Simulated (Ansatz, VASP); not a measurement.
# Al in VASP and in Ansatz

The input INCAR:

```
ALGO = Fast
EDIFF = 1E-6
ENCUT = 520
GGA = PS
ISIF = 2
ISMEAR = -1
LASPH = T
LCHARG = F
LREAL = F
LWAVE = F
NBANDS = 14
NELM = 60
PREC = Accurate
SIGMA = 0.05
```

Contents of KPOINTS:

```
k-points
0
Gamma
  9 9 3
```

The input POSCAR:

```
Al
1.0
    2.8270770242      0.0000000000      0.0000000000
   -1.4135385121      2.4483205214      0.0000000000
    0.0000000000      0.0000000000      9.1859930700
Al
4
Direct
    0.6666666667      0.3333333333      0.7500000000
    0.0000000000      0.0000000000      0.5000000000
    0.3333333333      0.6666666667      0.2500000000
    0.0000000000      0.0000000000      0.0000000000
```

File input.yaml:

```yaml
crystal:
  lattice:
    - [2.8270770242, 0.0, 0.0]
    - [-1.4135385121, 2.4483205214, 0.0]
    - [0.0, 0.0, 9.18599307]
  atoms:
    - { symbol: Al, position: [0.6666666667, 0.3333333333, 0.75] }
    - { symbol: Al, position: [0.0, 0.0, 0.5] }
    - { symbol: Al, position: [0.3333333333, 0.6666666667, 0.25] }
    - { symbol: Al, position: [0.0, 0.0, 0.0] }
hamiltonian:
  xc: pbesol
  pseudopotentials: { kind: paw }
kpoints:
  mp_grid: { grid: [9, 9, 3] }
  band_path:
    path:
      - [[0.0, 0.0, 0.0], [0.5, 0.0, 0.0], [0.3333333333, 0.3333333333, 0.0], [0.0, 0.0, 0.0], [0.0, 0.0, 0.5], [0.5, 0.0, 0.5], [0.3333333333, 0.3333333333, 0.5], [0.0, 0.0, 0.5]]
      - [[0.5, 0.0, 0.5], [0.5, 0.0, 0.0]]
      - [[0.3333333333, 0.3333333333, 0.0], [0.3333333333, 0.3333333333, 0.5]]
    npoints: 14
scf:
  occupations: { method: fermi_dirac, width: 0.05 }
  n_extra_bands: 10
output:
  forces: true
  stress: true
  eigenvalues: true
  fatbands: false
```

Alike in both runs: functional PBEsol; k mesh 9 × 9 × 3; occupations fermi-dirac, width 0.05 eV; no spin polarisation.

|  | VASP | Ansatz |
| --- | --- | --- |
| version | VASP 6.6.1 | Ansatz 0.2.0 |
| potentials or method | VASP PAW PBE potentials, release 64 (Al) | Ansatz PAW |
| plane-wave cutoff (eV) | 520 | 420 |
| valence electrons in the cell | 12 | 12 |
| task | single point | band structure |

|  | VASP | Ansatz | Ansatz less VASP |
| --- | --- | --- | --- |
| gap on the k mesh at the Fermi level (eV) | none | none | - |
| pressure (GPa) | 1.7 | 1.6 | -0.07 |
| traceless stress, the component that is largest in VASP (GPa) | 2.42 | 2.42 | +0.002 |

VASP's potentials were made for PBE, not for PBEsol. A gap of «none» marks a metal or a gap that the smearing closes. With one functional, cell and mesh, what is left measures potentials, basis and numerics.
